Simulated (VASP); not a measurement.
# C (P6_3/mmc) in VASP: notebook

C is run at these levels: PBE+D3(BJ); tasks: single point.

Program: VASP 6.6.1. These are calculated values, not measurements. Logs are shortened: lines on timing, memory, paths and dates and some standing lists are left out, and cuts for length are marked.

## 1. The cell of the first run

Symmetry: P6_3/mmc, No. 194, hexagonal system. The conventional cell has a = 2.465 Å, b = 2.465 Å, c = 6.738 Å, α = 90.00°, β = 90.00°, γ = 120.00°. C (site symmetry -6m2) has 3 C at 1.42 Å within 1.9 Å. C (site symmetry -6m2) has 3 C at 1.42 Å within 1.9 Å.

## 2. Single point, PBE+D3(BJ)

The input, INCAR:

```
SYSTEM = C
ALGO = Normal
EDIFF = 1E-6
ENCUT = 520
GGA = PE
ISIF = 2
ISMEAR = 0
IVDW = 12
LASPH = .TRUE.
LCHARG = .FALSE.
LREAL = .FALSE.
LWAVE = .FALSE.
NBANDS = 16
NELM = 80
PREC = Accurate
SIGMA = 0.15
```

The input, KPOINTS:

```
k-points
0
G
  24 24 8
  0 0 0
```

The input, POSCAR:

```
C
1.0
    2.4649796655      0.0000000000      0.0000000000
   -1.2324898327      2.1347350101      0.0000000000
    0.0000000000      0.0000000000      6.7384326307
C
4
Direct
    0.0000000000      0.0000000000      0.0025000174
    0.0000000000      0.0000000000      0.5025000174
    0.3333333333      0.6666666667      0.0024999826
    0.6666666667      0.3333333333      0.5024999826
```

Potentials or basis: VASP PAW PBE potentials, release 64 (C).

Started as:

```
> cat potpaw_PBE.64/C/POTCAR > POTCAR
> mpirun -np 1 vasp_std > vasp.out
```

OUTCAR:

```text
SYSTEM = C
   EDIFF = 1E-6
   ENCUT = 520
   GGA = PE
   ISIF = 2
   ISMEAR = 0
   IVDW = 12
   LASPH = .TRUE.
   LREAL = .FALSE.
   NELM = 80
   PREC = Accurate
 IVDW          = 12

 ion  position               nearest neighbor table
   1  0.000  0.000  0.003-   3 1.42   3 1.42   3 1.42
   2  0.000  0.000  0.503-   4 1.42   4 1.42   4 1.42
   3  0.333  0.667  0.002-   1 1.42   1 1.42   1 1.42
   4  0.667  0.333  0.502-   2 1.42   2 1.42   2 1.42

  LATTYP: Found a hexagonal cell.
 ALAT       =     2.4649796655
 C/A-ratio  =     2.7336666201

  Lattice vectors:

 A1 = (   2.4649796655,   0.0000000000,   0.0000000000)
 A2 = (  -1.2324898327,   2.1347350101,   0.0000000000)
 A3 = (   0.0000000000,   0.0000000000,   6.7384326307)

Analysis of symmetry for initial positions (statically):
=====================================================================
 Subroutine PRICEL returns:
 Original cell was already a primitive cell.

 Routine SETGRP: Setting up the symmetry group for a
 hexagonal supercell.

 Subroutine GETGRP returns: Found 24 space group operations
 (whereof  6 operations were pure point group operations)
 out of a pool of 24 trial point group operations.

The static configuration has the point symmetry C_3v.
 The point group associated with its full space group is D_6h.

Analysis of symmetry for dynamics (positions and initial velocities):
=====================================================================
 Subroutine PRICEL returns:
 Original cell was already a primitive cell.

 Routine SETGRP: Setting up the symmetry group for a
 hexagonal supercell.

 Subroutine GETGRP returns: Found 24 space group operations
 (whereof  6 operations were pure point group operations)
 out of a pool of 24 trial point group operations.

The dynamic configuration has the point symmetry C_3v.
 The point group associated with its full space group is D_6h.

 Subroutine INISYM returns: Found 24 space group operations
 (whereof  6 operations are pure point group operations),
 and found     1 'primitive' translations

----------------------------------------------------------------------------------------

                                     Primitive cell

  volume of cell :      35.4582

  direct lattice vectors                    reciprocal lattice vectors
     2.464979666  0.000000000  0.000000000     0.405682860  0.234221108  0.000000000
    -1.232489833  2.134735010  0.000000000     0.000000000  0.468442217  0.000000000
     0.000000000  0.000000000  6.738432631     0.000000000  0.000000000  0.148402463

  length of vectors
     2.464979666  2.464979665  6.738432631     0.468442217  0.468442217  0.148402463

  position of ions in fractional coordinates (direct lattice)
     0.000000000  0.000000000  0.002500017
     0.000000000  0.000000000  0.502500017
     0.333333333  0.666666667  0.002499983
     0.666666667  0.333333333  0.502499983

  ion indices of the primitive-cell ions
   primitive index   ion index
                 1           1
                 2           2
                 3           3
                 4           4

----------------------------------------------------------------------------------------

 KPOINTS: k-points

Automatic generation of k-mesh.
 Grid dimensions read from file:
 generate k-points for:   24   24    8

 Generating k-lattice:

  Cartesian coordinates                     Fractional coordinates (reciprocal lattice)
     0.016903452  0.009759213  0.000000000     0.041666667  0.000000000  0.000000000
     0.000000000  0.019518426  0.000000000     0.000000000  0.041666667  0.000000000
     0.000000000  0.000000000  0.018550308     0.000000000  0.000000000  0.125000000

  Length of vectors
     0.019518426  0.019518426  0.018550308

  Shift w.r.t. Gamma in fractional coordinates (k-lattice)
     0.000000000  0.000000000  0.000000000

 Subroutine IBZKPT returns following result:
 ===========================================

 Found    305 irreducible k-points:

 Following reciprocal coordinates:
            Coordinates               Weight
  0.000000  0.000000  0.000000      1.000000
  0.041667  0.000000  0.000000      6.000000
  0.083333  0.000000  0.000000      6.000000
  0.125000  0.000000  0.000000      6.000000
  0.166667  0.000000  0.000000      6.000000
  0.208333  0.000000  0.000000      6.000000
[... 16 lines left out ...]
  0.416667  0.041667  0.000000     12.000000
  0.458333  0.041667  0.000000     12.000000
 [... further k-points ...]
   k-points           NKPTS =    305   k-points in BZ     NKDIM =    305   number of bands    NBANDS=     16
   number of dos      NEDOS =    301   number of ions     NIONS =      4
   total plane-waves  NPLWV =  16200
   dimension x,y,z NGX =    18 NGY =   18 NGZ =   50
   dimension x,y,z NGXF=    36 NGYF=   36 NGZF=  100
   ions per type =               4
   NGX,Y,Z   is equivalent  to a cutoff of  12.14, 12.14, 12.34 a.u.
   NGXF,Y,Z  is equivalent  to a cutoff of  24.28, 24.28, 24.67 a.u.
 SYSTEM =  C
   PREC   = accura    normal or accurate (medium, high low for compatibility)
   ISTART =      0    job   : 0-new  1-cont  2-samecut
   ICHARG =      2    charge: 1-file 2-atom 10-const
   ISPIN  =      1    spin polarized calculation?
   LNONCOLLINEAR =      F non collinear calculations
   LSORBIT =      F    spin-orbit coupling
   LASPH  =      T    aspherical Exc in radial PAW
   ENCUT  =  520.0 eV  38.22 Ry    6.18 a.u.   4.58  4.58 12.53*2*pi/ulx,y,z
   NELM   =     80;   NELMIN=  2; NELMDL= -5     # of ELM steps
   EDIFF  = 0.1E-05   stopping-criterion for ELM
   LREAL  =      F    real-space projection
   EDIFFG = 0.1E-04   stopping-criterion for IOM
   NSW    =      0    number of steps for IOM
   IBRION =     -1    ionic relax: 0-MD 1-quasi-New 2-CG
   NFREE  =      0    steps in history (QN), initial steepest desc. (CG)
   ISIF   =      2    stress and relaxation
   ISYM   =      2    0-nonsym 1-usesym 2-fastsym
   POTIM  = 0.5000    time-step for ionic-motion
   TEBEG  =    0.0;   TEEND  =   0.0 temperature during run
   PSTRESS=    0.0 pullay stress
   NELECT =      16.0000    total number of electrons
   NUPDOWN=      -1.0000    fix difference up-down
   EMIN   =  10.00;   EMAX   =-10.00  energy-range for DOS
   EFERMI =   0.00;   METHOD = LEGACY
   ISMEAR =     0;   SIGMA  =   0.15  broadening in eV -4-tet -1-fermi 0-gaus
   EFERMI_NEDOS =   21; number of points for ismear=-14 and -15
   IALGO  =     38    algorithm
   IMIX   =      4    mixing-type and parameters
     AMIX     =   0.40;   BMIX     =  1.00
     AMIX_MAG =   1.60;   BMIX_MAG =  1.00
  volume/ion in A,a.u.               =       8.86        59.82
  Fermi-wavevector in a.u.,A,eV,Ry     =   1.255672  2.372875 21.452460  1.576711
  Thomas-Fermi vector in A             =   2.389417
   LORBIT       =      0    0 simple, 1 ext, 2 COOP (PROOUT), +10 PAW based schemes
   GGA     = PE    functional components
   LHFCALC =     F    Hartree Fock is set to
   AEXX    =    0.0000 exact exchange contribution
   IVDW    =    12    specifies the selected vdW correction
   LEPSILON=     F    determine dielectric tensor
   LRPA    =     F    only Hartree local field effects (RPA)
 non-spin polarized calculation
 Gauss-broadening in eV      SIGMA  =   0.15
  energy-cutoff  :      520.00
  volume of cell :       35.46
 maximum number of plane-waves:       979
   NGX =  9   NGY =  9   NGZ = 25

 number of electron      15.9999995 magnetization

 Free energy of the ion-electron system (eV)
  ---------------------------------------------------
  ext. energy  EPLUGINS =         0.00000000
  ---------------------------------------------------
  free energy    TOTEN  =       -36.84820525 eV

  energy without entropy =      -36.84753570  energy(sigma->0) =      -36.84787048

 E-fermi :   4.6369     XC(G=0): -10.2945

 val. band max:        4.6337487278   @ k =   0.3333   0.3333   0.5000
 cond. band min:       4.6370750584   @ k =   0.3333   0.3333   0.2500
 fundamental gap:      0.0033263307
 Fermi energy:         4.6368829329

 k-point     1 :       0.0000    0.0000    0.0000
  band No.  band energies     occupation
      1     -15.0069      2.00000
      2     -14.7164      2.00000
      3      -3.8548      2.00000
      4      -1.9297      2.00000
      5       1.6232      2.00000
      6       1.6232      2.00000
[... 8 lines left out ...]
     15      16.0037      0.00000
     16      16.2084      0.00000

 k-point     2 :       0.0417    0.0000    0.0000
  band No.  band energies     occupation
      1     -14.9654      2.00000
      2     -14.6756      2.00000
      3      -3.8044      2.00000
      4      -1.8825      2.00000
      5       1.4517      2.00000
      6       1.4736      2.00000
[... 8 lines left out ...]
     15      15.8548      0.00000
     16      16.0684      0.00000

 k-point     3 :       0.0833    0.0000    0.0000
  band No.  band energies     occupation
      1     -14.8411      2.00000
      2     -14.5536      2.00000
      3      -3.6537      2.00000
      4      -1.7414      2.00000
      5       0.9642      2.00000
      6       0.9965      2.00000
[... 8 lines left out ...]
     15      15.4288      0.00000
     16      15.6635      0.00000

 k-point     4 :       0.1250    0.0000    0.0000
  band No.  band energies     occupation
      1     -14.6344      2.00000
      2     -14.3505      2.00000
      3      -3.4033      2.00000
      4      -1.5076      2.00000
      5       0.2254      2.00000
      6       0.2716      2.00000
[... 8 lines left out ...]
     15      15.0145      0.00000
     16      15.4639      0.00000
[... 324 lines left out ...]
 k-point    22 :       0.3750    0.0417    0.0000
  band No.  band energies     occupation
      1     -11.3321      2.00000
      2     -11.1069      2.00000
      3      -6.6159      2.00000
      4      -6.4656      2.00000
      5      -1.6607      2.00000
      6      -1.6053      2.00000
[... 8 lines left out ...]
     15      18.5614      0.00000
     16      20.6073      0.00000

 k-point    23 :       0.4167    0.0417    0.0000
  band No.  band energies     occupation
      1     -10.5726      2.00000
      2     -10.3652      2.00000
      3      -7.6097      2.00000
      4      -7.4500      2.00000
      5      -1.8229      2.00000
      6      -1.7667      2.00000
[... 8 lines left out ...]
     15      18.3643      0.00000
     16      20.0807      0.00000

 k-point    24 :       0.4583    0.0417    0.0000
  band No.  band energies     occupation
      1      -9.8355      2.00000
      2      -9.6762      2.00000
      3      -8.4306      2.00000
      4      -8.2969      2.00000
      5      -1.9048      2.00000
      6      -1.8482      2.00000
[... 8 lines left out ...]
     15      18.6908      0.00000
     16      19.7066      0.00000

 [... further k-points ...]

------------------------ aborting loop because EDIFF is reached ----------------------------------------

 Edisp (eV)   -0.62221

 E8    (eV) :    -0.1762

  FORCE on cell =-STRESS in cart. coord.  units (eV):
  Direction    XX          YY          ZZ          XY          YZ          ZX
  --------------------------------------------------------------------------------------
  -------------------------------------------------------------------------------------
  Total       0.15295     0.15295    -0.01878     0.00000     0.00000     0.00000
  in kB       6.91126     6.91126    -0.84862     0.00000     0.00000     0.00000
  external pressure =        4.32 kB  Pullay stress =        0.00 kB

 VOLUME and BASIS-vectors are now :
 -----------------------------------------------------------------------------
  energy-cutoff  :      520.00
  volume of cell :       35.46
      direct lattice vectors                 reciprocal lattice vectors
     2.464979666  0.000000000  0.000000000     0.405682860  0.234221108  0.000000000
    -1.232489833  2.134735010  0.000000000     0.000000000  0.468442217  0.000000000
     0.000000000  0.000000000  6.738432631     0.000000000  0.000000000  0.148402463

 POSITION                                       TOTAL-FORCE (eV/Angst)
 -----------------------------------------------------------------------------------
      0.00000      0.00000      0.01685        -0.000000      0.000000     -0.000000
      0.00000      0.00000      3.38606         0.000000      0.000000     -0.000000
     -0.00000      1.42316      0.01685         0.000000      0.000000      0.000000
      1.23249      0.71158      3.38606        -0.000000     -0.000000      0.000000
 -----------------------------------------------------------------------------------
    total drift:                               -0.000000     -0.000000      0.000259

  FREE ENERGIE OF THE ION-ELECTRON SYSTEM (eV)
  ---------------------------------------------------
  free  energy   TOTEN  =       -37.4704130385 eV

  energy  without entropy=      -37.4697434920  energy(sigma->0) =      -37.47007827
```

It took 62 s on 1 thread of Intel Xeon 6975P-C (Granite Rapids), shared host; peak memory 0.24 GiB.

What came out:

- Free energy: -37.4704 eV
- Pressure: 0.4 GPa
- Band gap on the k mesh: zero (band 8 reaches 4.65 eV, above the bottom of band 9 at 4.62 eV)
- Dispersion energy per atom: -0.156 eV

Stress tensor (GPa, compression positive):
```
 0.69  0.00  0.00
 0.00  0.69  0.00
 0.00  0.00 -0.08
```

## 3. Single point, PBE+D3(BJ)

The input, INCAR:

```
ALGO     = Normal         # electronic algorithm
EDIFF    = 1E-6           # SCF threshold, eV
ENCUT    = 520            # plane-wave cutoff, eV
GGA      = PE             # functional
ISIF     = 2              # what is computed and relaxed
ISMEAR   = 0              # smearing method
IVDW     = 12             # dispersion correction
LASPH    = T              # aspherical terms in the spheres
LCHARG   = F              # write CHGCAR
LREAL    = F              # projectors in reciprocal space
LWAVE    = F              # write WAVECAR
NBANDS   = 16             # bands
NELM     = 80             # most SCF steps
PREC     = Accurate       # precision mode
SIGMA    = 0.1            # smearing width, eV
```

The input, KPOINTS:

```
k-points
0
Gamma
  15 15 5
```

The input, POSCAR:

```
C
1.0
    2.4649634462      0.0000000000      0.0000000000
   -1.2324817231      2.1347209638      0.0000000000
    0.0000000000      0.0000000000      6.7405386541
C
4
Direct
    0.0000000000      0.0000000000      0.0025000114
    0.0000000000      0.0000000000      0.5025000114
    0.3333333333      0.6666666667      0.0024999886
    0.6666666667      0.3333333333      0.5024999886
```

Potentials or basis: VASP PAW PBE potentials, release 64 (C).

Started as:

```
> cat potpaw_PBE.64/C/POTCAR > POTCAR
> mpirun -np 1 vasp_std > vasp.out
```

OUTCAR:

```text
EDIFF = 1E-6
   ENCUT = 520
   GGA = PE
   ISIF = 2
   ISMEAR = 0
   IVDW = 12
   LASPH = T
   LREAL = F
   NELM = 80
   PREC = Accurate
 IVDW          = 12

 ion  position               nearest neighbor table
   1  0.000  0.000  0.003-   3 1.42   3 1.42   3 1.42
   2  0.000  0.000  0.503-   4 1.42   4 1.42   4 1.42
[... 659 lines left out ...]

 Edisp (eV)   -0.62198

 E8    (eV) :    -0.1761

  FORCE on cell =-STRESS in cart. coord.  units (eV):
  Direction    XX          YY          ZZ          XY          YZ          ZX
  --------------------------------------------------------------------------------------
  -------------------------------------------------------------------------------------
  Total       0.16202     0.16202    -0.03143     0.00000    -0.00000     0.00000
  in kB       7.31872     7.31872    -1.41971     0.00000    -0.00000     0.00000
  external pressure =        4.41 kB  Pullay stress =        0.00 kB

 VOLUME and BASIS-vectors are now :
 -----------------------------------------------------------------------------
  energy-cutoff  :      520.00
  volume of cell :       35.47
      direct lattice vectors                 reciprocal lattice vectors
     2.464963446  0.000000000  0.000000000     0.405685529  0.234222649  0.000000000
    -1.232481723  2.134720964  0.000000000     0.000000000  0.468445299  0.000000000
     0.000000000  0.000000000  6.740538654     0.000000000  0.000000000  0.148356096

 POSITION                                       TOTAL-FORCE (eV/Angst)
 -----------------------------------------------------------------------------------
      0.00000      0.00000      0.01685        -0.000000      0.000000     -0.000000
      0.00000      0.00000      3.38712         0.000000      0.000000      0.000000
     -0.00000      1.42315      0.01685        -0.000000      0.000000     -0.000000
      1.23248      0.71157      3.38712         0.000000      0.000000     -0.000000
 -----------------------------------------------------------------------------------
    total drift:                               -0.000000     -0.000000      0.000167

  FREE ENERGIE OF THE ION-ELECTRON SYSTEM (eV)
  ---------------------------------------------------
  free  energy   TOTEN  =       -37.4680128146 eV

  energy  without entropy=      -37.4670153068  energy(sigma->0) =      -37.46751406
```

OSZICAR:

```text
N       E                     dE             d eps       ncg     rms          rms(c)
DAV:   1     0.303623036050E+02    0.30362E+02   -0.79361E+03  2592   0.932E+02
DAV:   2    -0.366337205553E+02   -0.66996E+02   -0.61198E+02  3696   0.184E+02
DAV:   3    -0.391921232913E+02   -0.25584E+01   -0.25476E+01  3344   0.336E+01
DAV:   4    -0.392130278425E+02   -0.20905E-01   -0.20892E-01  3312   0.366E+00
DAV:   5    -0.392133624363E+02   -0.33459E-03   -0.33459E-03  3200   0.439E-01    0.893E+00
DAV:   6    -0.374084030926E+02    0.18050E+01   -0.11923E+00  3072   0.696E+00    0.522E+00
DAV:   7    -0.368378736312E+02    0.57053E+00   -0.14748E+00  3184   0.784E+00    0.148E+00
DAV:   8    -0.368472079522E+02   -0.93343E-02   -0.73342E-02  3048   0.161E+00    0.347E-01
DAV:   9    -0.368458460932E+02    0.13619E-02   -0.20510E-03  3328   0.319E-01    0.972E-02
DAV:  10    -0.368460445254E+02   -0.19843E-03   -0.58863E-04  2880   0.157E-01    0.721E-02
DAV:  11    -0.368460357758E+02    0.87496E-05   -0.30358E-05  3304   0.375E-02    0.495E-03
DAV:  12    -0.368460365066E+02   -0.73076E-06   -0.12735E-06  2968   0.781E-03
   1 F= -.37468013E+02 E0= -.37467514E+02  d E =-.997508E-03
```

stdout:

```text
POSCAR found type information on POSCAR C
 POSCAR found :  1 types and       4 ions
 scaLAPACK will be used
 LDA part: xc-table for (Slater+PW92), standard interpolation
 POSCAR, INCAR and KPOINTS ok, starting setup
 FFT: planning ... GRIDC
 FFT: planning ... GRID_SOFT
 FFT: planning ... GRID
 WAVECAR not read
 entering main loop
```

Wall time 20 s (1 thread of Intel Xeon 6975P-C, shared host); peak memory 0.17 GiB.

What came out:

```
Free energy                : -37.4680 eV
Pressure                   : 0.4 GPa
Band gap on the k mesh     : zero (band 8 reaches 4.65 eV, above the bottom of band 9 at 4.62 eV)
Dispersion energy per atom : -0.155 eV
```

Levels at points of the mesh, in eV from the Fermi level:
```csv
k point,band 6,band 7,band 8,band 9,band 10,band 11
"(0.00, 0.00, 0.00)",-3.01,-3.00,-3.00,4.25,8.33,8.33
```

(Part 1 of 2 ends here.)
